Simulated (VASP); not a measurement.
# KBr (Fm-3m) in VASP: notebook

Runs on KBr. Level: PBE. Tasks: single point, relaxation of volume and atoms at fixed shape.

All numbers are computed with VASP 6.6.1; they aren't measurements. Logs are shortened: lines on timing, memory, paths and dates and some standing lists are left out, and cuts for length are marked.

### Step 1. The cell of the first run

Symmetry: Fm-3m, No. 225, cubic system. The conventional cell has a = 6.700 Å, b = 6.700 Å, c = 6.700 Å, α = 90.00°, β = 90.00°, γ = 90.00°. K (site symmetry m-3m) has 6 Br at 3.35 Å within 4.4 Å. Within 4.4 Å of Br (site symmetry m-3m) lie 6 K at 3.35 Å.

### Step 2. Single point, PBE

Input file INCAR:

```
PREC = Accurate ; ENCUT = 520
EDIFF = 1E-6 ; ISMEAR = 0
SIGMA = 0.01 ; LREAL = False
LASPH = True ; NELM = 60
ALGO = Normal ; ISIF = 2
LWAVE = False ; LCHARG = True
GGA = PE ; LELF = True
LVHAR = True ; NBANDS = 15
```

Input file KPOINTS:

```
regular mesh
0
Gamma
  6 6 6
```

Input file POSCAR:

```
KBr
1.0
    0.0000000000      3.3501953020      3.3501953020
    3.3501953020      0.0000000000      3.3501953020
    3.3501953020      3.3501953020      0.0000000000
K Br
1 1
Direct
    0.0000000000      0.0000000000      0.0000000000
    0.5000000000      0.5000000000      0.5000000000
```

Potentials or basis: VASP PAW PBE potentials, release 64 (K_sv, Br).

Launch:

```bash
> cat potpaw_PBE.64/K_sv/POTCAR potpaw_PBE.64/Br/POTCAR > POTCAR
> mpirun -np 1 vasp_std > vasp.out
```

OUTCAR:

```text
PREC = Accurate
   ENCUT = 520
   EDIFF = 1E-6
   ISMEAR = 0
   LREAL = False
   LASPH = True
   NELM = 60
   ISIF = 2
   GGA = PE

 ion  position               nearest neighbor table
   1  0.000  0.000  0.000-
   2  0.500  0.500  0.500-

  LATTYP: Found a face centered cubic cell.
 ALAT       =     6.7003906040

  Lattice vectors:

 A1 = (   0.0000000000,   3.3501953020,   3.3501953020)
 A2 = (   3.3501953020,   0.0000000000,   3.3501953020)
 A3 = (   3.3501953020,   3.3501953020,   0.0000000000)

Analysis of symmetry for initial positions (statically):
=====================================================================
 Subroutine PRICEL returns:
 Original cell was already a primitive cell.

 Routine SETGRP: Setting up the symmetry group for a
 face centered cubic supercell.

 Subroutine GETGRP returns: Found 48 space group operations
 (whereof 48 operations were pure point group operations)
 out of a pool of 48 trial point group operations.

The static configuration has the point symmetry O_h .

Analysis of symmetry for dynamics (positions and initial velocities):
=====================================================================
 Subroutine PRICEL returns:
 Original cell was already a primitive cell.

 Routine SETGRP: Setting up the symmetry group for a
 face centered cubic supercell.

 Subroutine GETGRP returns: Found 48 space group operations
 (whereof 48 operations were pure point group operations)
 out of a pool of 48 trial point group operations.

The dynamic configuration has the point symmetry O_h .

 Subroutine INISYM returns: Found 48 space group operations
 (whereof 48 operations are pure point group operations),
 and found     1 'primitive' translations

----------------------------------------------------------------------------------------

                                     Primitive cell

  volume of cell :      75.2039

  direct lattice vectors                    reciprocal lattice vectors
     0.000000000  3.350195302  3.350195302    -0.149245030  0.149245030  0.149245030
     3.350195302  0.000000000  3.350195302     0.149245030 -0.149245030  0.149245030
     3.350195302  3.350195302  0.000000000     0.149245030  0.149245030 -0.149245030

  length of vectors
     4.737891633  4.737891633  4.737891633     0.258499976  0.258499976  0.258499976

  position of ions in fractional coordinates (direct lattice)
     0.000000000  0.000000000  0.000000000
     0.500000000  0.500000000  0.500000000

  ion indices of the primitive-cell ions
   primitive index   ion index
                 1           1
                 2           2

----------------------------------------------------------------------------------------

 KPOINTS: regular mesh

Automatic generation of k-mesh.
 Grid dimensions read from file:
 generate k-points for:    6    6    6

 Generating k-lattice:

  Cartesian coordinates                     Fractional coordinates (reciprocal lattice)
    -0.024874172  0.024874172  0.024874172     0.166666667  0.000000000  0.000000000
     0.024874172 -0.024874172  0.024874172     0.000000000  0.166666667  0.000000000
     0.024874172  0.024874172 -0.024874172     0.000000000  0.000000000  0.166666667

  Length of vectors
     0.043083329  0.043083329  0.043083329

  Shift w.r.t. Gamma in fractional coordinates (k-lattice)
     0.000000000  0.000000000  0.000000000

 Subroutine IBZKPT returns following result:
 ===========================================

 Found     16 irreducible k-points:

 Following reciprocal coordinates:
            Coordinates               Weight
  0.000000  0.000000  0.000000      1.000000
  0.166667  0.000000  0.000000      8.000000
  0.333333  0.000000  0.000000      8.000000
  0.500000  0.000000  0.000000      4.000000
  0.166667  0.166667  0.000000      6.000000
  0.333333  0.166667  0.000000     24.000000
[... 8 lines left out ...]
 -0.333333  0.333333  0.166667     24.000000
 -0.333333  0.500000  0.166667     12.000000
   k-points           NKPTS =     16   k-points in BZ     NKDIM =     16   number of bands    NBANDS=     15
   number of dos      NEDOS =    301   number of ions     NIONS =      2
   total plane-waves  NPLWV =  46656
   dimension x,y,z NGX =    36 NGY =   36 NGZ =   36
   dimension x,y,z NGXF=    72 NGYF=   72 NGZF=   72
   ions per type =               1   1
   NGX,Y,Z   is equivalent  to a cutoff of  12.63, 12.63, 12.63 a.u.
   NGXF,Y,Z  is equivalent  to a cutoff of  25.26, 25.26, 25.26 a.u.
 SYSTEM =  unknown system
   PREC   = accura    normal or accurate (medium, high low for compatibility)
   ISTART =      0    job   : 0-new  1-cont  2-samecut
   ICHARG =      2    charge: 1-file 2-atom 10-const
   ISPIN  =      1    spin polarized calculation?
   LNONCOLLINEAR =      F non collinear calculations
   LSORBIT =      F    spin-orbit coupling
   LASPH  =      T    aspherical Exc in radial PAW
   ENCUT  =  520.0 eV  38.22 Ry    6.18 a.u.   8.81  8.81  8.81*2*pi/ulx,y,z
   NELM   =     60;   NELMIN=  2; NELMDL= -5     # of ELM steps
   EDIFF  = 0.1E-05   stopping-criterion for ELM
   LREAL  =      F    real-space projection
   EDIFFG = 0.1E-04   stopping-criterion for IOM
   NSW    =      0    number of steps for IOM
   IBRION =     -1    ionic relax: 0-MD 1-quasi-New 2-CG
   NFREE  =      0    steps in history (QN), initial steepest desc. (CG)
   ISIF   =      2    stress and relaxation
   ISYM   =      2    0-nonsym 1-usesym 2-fastsym
   POTIM  = 0.5000    time-step for ionic-motion
   TEBEG  =    0.0;   TEEND  =   0.0 temperature during run
   PSTRESS=    0.0 pullay stress
   NELECT =      16.0000    total number of electrons
   NUPDOWN=      -1.0000    fix difference up-down
   EMIN   =  10.00;   EMAX   =-10.00  energy-range for DOS
   EFERMI =   0.00;   METHOD = LEGACY
   ISMEAR =     0;   SIGMA  =   0.01  broadening in eV -4-tet -1-fermi 0-gaus
   EFERMI_NEDOS =   21; number of points for ismear=-14 and -15
   IALGO  =     38    algorithm
   IMIX   =      4    mixing-type and parameters
     AMIX     =   0.40;   BMIX     =  1.00
     AMIX_MAG =   1.60;   BMIX_MAG =  1.00
  volume/ion in A,a.u.               =      37.60       253.75
  Fermi-wavevector in a.u.,A,eV,Ry     =   0.977315  1.846858 12.995540  0.955145
  Thomas-Fermi vector in A             =   2.108003
   LORBIT       =      0    0 simple, 1 ext, 2 COOP (PROOUT), +10 PAW based schemes
   GGA     = PE    functional components
   LHFCALC =     F    Hartree Fock is set to
   AEXX    =    0.0000 exact exchange contribution
   IVDW    =     0    specifies the selected vdW correction
   LEPSILON=     F    determine dielectric tensor
   LRPA    =     F    only Hartree local field effects (RPA)
 non-spin polarized calculation
 Gauss-broadening in eV      SIGMA  =   0.01
  energy-cutoff  :      520.00
  volume of cell :       75.20
 maximum number of plane-waves:      2085
   NGX = 17   NGY = 17   NGZ = 17

 number of electron      16.0000000 magnetization

 Free energy of the ion-electron system (eV)
  ---------------------------------------------------
  ext. energy  EPLUGINS =         0.00000000
  ---------------------------------------------------
  free energy    TOTEN  =        -6.22354864 eV

  energy without entropy =       -6.22354864  energy(sigma->0) =       -6.22354864

 E-fermi :  -1.7965     XC(G=0):  -7.1915

 val. band max:       -1.9140590037   @ k =   0.0000   0.0000   0.0000
 cond. band min:       2.4014183326   @ k =   0.0000   0.0000   0.0000
 fundamental gap:      4.3154773363
 Fermi energy:        -1.7964700789

 k-point     1 :       0.0000    0.0000    0.0000
  band No.  band energies     occupation
      1     -29.7948      2.00000
      2     -14.1534      2.00000
      3     -13.2685      2.00000
      4     -13.2685      2.00000
      5     -13.2685      2.00000
      6      -1.9141      2.00000
      7      -1.9141      2.00000
      8      -1.9141      2.00000
      9       2.4014      0.00000
     10       5.6766      0.00000
     11       5.6766      0.00000
     12       5.6766      0.00000
     13       6.4719      0.00000
     14       6.4719      0.00000
     15       9.5678      0.00000

 k-point     2 :       0.1667    0.0000    0.0000
  band No.  band energies     occupation
      1     -29.7937      2.00000
      2     -14.2025      2.00000
      3     -13.2697      2.00000
      4     -13.2697      2.00000
      5     -13.2044      2.00000
      6      -2.2515      2.00000
      7      -1.9928      2.00000
      8      -1.9928      2.00000
      9       3.0297      0.00000
     10       5.5277      0.00000
     11       5.9866      0.00000
     12       5.9866      0.00000
     13       6.8034      0.00000
     14       6.8034      0.00000
     15      10.4019      0.00000

 k-point     3 :       0.3333    0.0000    0.0000
  band No.  band energies     occupation
      1     -29.7915      2.00000
      2     -14.2854      2.00000
      3     -13.2722      2.00000
      4     -13.2722      2.00000
      5     -13.0908      2.00000
      6      -2.7829      2.00000
      7      -2.1414      2.00000
      8      -2.1414      2.00000
      9       4.1461      0.00000
     10       5.6990      0.00000
     11       6.8144      0.00000
     12       6.8144      0.00000
     13       7.6397      0.00000
     14       7.6397      0.00000
     15       9.3289      0.00000
[... 199 lines left out ...]
 k-point    15 :      -0.3333    0.3333    0.1667
  band No.  band energies     occupation
      1     -29.7894      2.00000
      2     -14.2047      2.00000
      3     -13.3088      2.00000
      4     -13.2979      2.00000
      5     -13.1491      2.00000
      6      -2.6824      2.00000
      7      -2.4057      2.00000
      8      -2.2767      2.00000
      9       5.2165      0.00000
     10       5.6011      0.00000
     11       6.4476      0.00000
     12       7.0822      0.00000
     13       8.2734      0.00000
     14       8.5503      0.00000
     15       8.9011      0.00000

 k-point    16 :      -0.3333    0.5000    0.1667
  band No.  band energies     occupation
      1     -29.7891      2.00000
      2     -14.1374      2.00000
      3     -13.3318      2.00000
      4     -13.3094      2.00000
      5     -13.2069      2.00000
      6      -2.5790      2.00000
      7      -2.3520      2.00000
      8      -2.3346      2.00000
      9       4.6795      0.00000
     10       5.8234      0.00000
     11       6.2617      0.00000
     12       7.1503      0.00000
     13       7.9534      0.00000
     14       8.7249      0.00000
     15       9.1785      0.00000

------------------------ aborting loop because EDIFF is reached ----------------------------------------

  FORCE on cell =-STRESS in cart. coord.  units (eV):
  Direction    XX          YY          ZZ          XY          YZ          ZX
  --------------------------------------------------------------------------------------
  -------------------------------------------------------------------------------------
  Total        0.0288585      0.0288585      0.0288585     -0.0000000     -0.0000000      0.0000000
  in kB        0.6148146      0.6148146      0.6148146     -0.0000000     -0.0000000      0.0000000
  external PRESSURE =       0.6148146 kB  Pullay stress =       0.0000000 kB

 VOLUME and BASIS-vectors are now :
 -----------------------------------------------------------------------------
  energy-cutoff  :      520.00
  volume of cell :       75.20
      direct lattice vectors                 reciprocal lattice vectors
     0.000000000  3.350195302  3.350195302    -0.149245030  0.149245030  0.149245030
     3.350195302  0.000000000  3.350195302     0.149245030 -0.149245030  0.149245030
     3.350195302  3.350195302  0.000000000     0.149245030  0.149245030 -0.149245030

 POSITION                                       TOTAL-FORCE (eV/Angst)
 -----------------------------------------------------------------------------------
      0.00000      0.00000      0.00000        -0.000000      0.000000     -0.000000
      3.35020      3.35020      3.35020         0.000000     -0.000000      0.000000
 -----------------------------------------------------------------------------------
    total drift:                                0.000000      0.000000      0.000000

  FREE ENERGIE OF THE ION-ELECTRON SYSTEM (eV)
  ---------------------------------------------------
  free  energy   TOTEN  =        -6.2235486380 eV

  energy  without entropy=       -6.2235486380  energy(sigma->0) =       -6.22354864
```

Run time: 27 s. Hardware: 1 thread of AMD EPYC 7R13 (Zen 3), shared host; peak memory 0.17 GiB.

What came out:

```
Free energy            : -6.2235 eV
Pressure               : 0.1 GPa
Band gap on the k mesh : 4.32 eV, direct
```

### Step 3. Relaxation of volume and atoms at fixed shape, PBE

This run uses another cell than the first one, of 35.94 Å³/atom, 0.956 times its volume.

Input file INCAR:

```
PREC     = Accurate       # precision mode
ENCUT    = 600            # plane-wave cutoff, eV
EDIFF    = 1E-6           # SCF threshold, eV
ISMEAR   = 0              # smearing method
SIGMA    = 0.01           # smearing width, eV
LREAL    = False          # projectors in reciprocal space
LASPH    = True           # aspherical terms in the spheres
NELM     = 100            # most SCF steps
ALGO     = Normal         # electronic algorithm
ISIF     = 8              # what is computed and relaxed
LWAVE    = False          # write WAVECAR
LCHARG   = False          # write CHGCAR
GGA      = PE             # functional
IBRION   = 2              # ionic algorithm
NSW      = 60             # ionic steps
EDIFFG   = -0.01          # ionic threshold
```

KPOINTS is that of step 2.

Input file POSCAR:

```
KBr
1.0
    0.0000000000      3.3000000000      3.3000000000
    3.3000000000      0.0000000000      3.3000000000
    3.3000000000      3.3000000000      0.0000000000
K Br
1 1
Direct
    0.0000000000      0.0000000000      0.0000000000
    0.5000000000      0.5000000000      0.5000000000
```

Potentials or basis: VASP PAW PBE potentials, release 64 (K_sv, Br).

Launch:

```bash
> cat potpaw_PBE.64/K_sv/POTCAR potpaw_PBE.64/Br/POTCAR > POTCAR
> mpirun -np 1 vasp_std > vasp.out
```

It took 46 s on 1 thread of AMD EPYC 7R13 (Zen 3), shared host; peak memory 0.22 GiB.

It converged, with:

* Free energy: -6.2235 eV
* Relaxed volume: 37.66 Å³/atom
* Relaxed cell: a = 4.740 Å, b = 4.740 Å, c = 4.740 Å, α = 60.00°, β = 60.00°, γ = 60.00°
* Space group after relaxing (to 0.05 Å): Fm-3m (No. 225)
* Energy gained by relaxing: 4.2 meV/atom
* Ionic steps: 3
* Pressure after relaxing: 0.0 GPa
* Band gap on the k mesh: 4.31 eV, direct

The path:
```tsv
step	energy change (eV)	largest force (eV/Å)	pressure (GPa)	volume (Å³)
1	0.0000	0.0000	0.77	71.87
2	-0.0063	0.0000	0.35	73.68
3	-0.0084	0.0000	0.04	75.31
```

Final structure:
```
CELL_PARAMETERS angstrom
0.00000 3.35179 3.35179
3.35179 0.00000 3.35179
3.35179 3.35179 0.00000
ATOMIC_POSITIONS crystal
K 0.00000 0.00000 0.00000
Br 0.50000 0.50000 0.50000
```

Levels at points of the mesh, in eV from the valence-band top:
| k point | band 5 | band 6 | band 7 | band 8 | band 9 | band 10 | band 11 | band 12 |
| --- | --- | --- | --- | --- | --- | --- | --- | --- |
| (0.00, 0.00, 0.00) | -11.36 | 0.00 | 0.00 | 0.00 | 4.31 | 7.59 | 7.59 | 7.59 |
| (0.50, 0.00, 0.00) | -11.13 | -1.09 | -0.30 | -0.30 | 6.49 | 8.06 | 9.63 | 9.63 |
| (0.50, 0.50, 0.00) | -11.39 | -0.76 | -0.27 | -0.27 | 5.91 | 7.03 | 9.25 | 9.29 |
